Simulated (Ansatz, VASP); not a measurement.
# One calculation of SnTe, two programs

```
Sn Te
1.0
     3.18603    0.00000    0.00000
     0.00000    3.18603    0.00000
     0.00000    0.00000    3.18603
Sn Te
1 1
Cartesian
  0.0000 0.0000 0.0000
  1.5930 1.5930 1.5930
```

Change from the starting cell: volume scaled by 0.55, LAPW.

Alike in both runs: task single point; functional PBE; k mesh 13 × 13 × 13; occupations fermi-dirac, width 0.05 eV; no spin polarisation.

|  | VASP | Ansatz |
| --- | --- | --- |
| version | VASP 6.6.1 | Ansatz 0.2.0 |
| potentials or method | VASP PAW PBE potentials, release 64 (Sn_d, Te), cutoff 520 eV | all-electron LAPW, scalar-relativistic |

```csv
,VASP,Ansatz,Ansatz less VASP
pressure (GPa),105.0,104.6,-0.38
```

Both programs put the cell under a high pressure, so it lies far from rest at this level. Ansatz ran all-electron here, and VASP with PAW potentials.

Neither program's run includes spin-orbit coupling. Noted on VASP's run: the cell as given lies far from equilibrium.
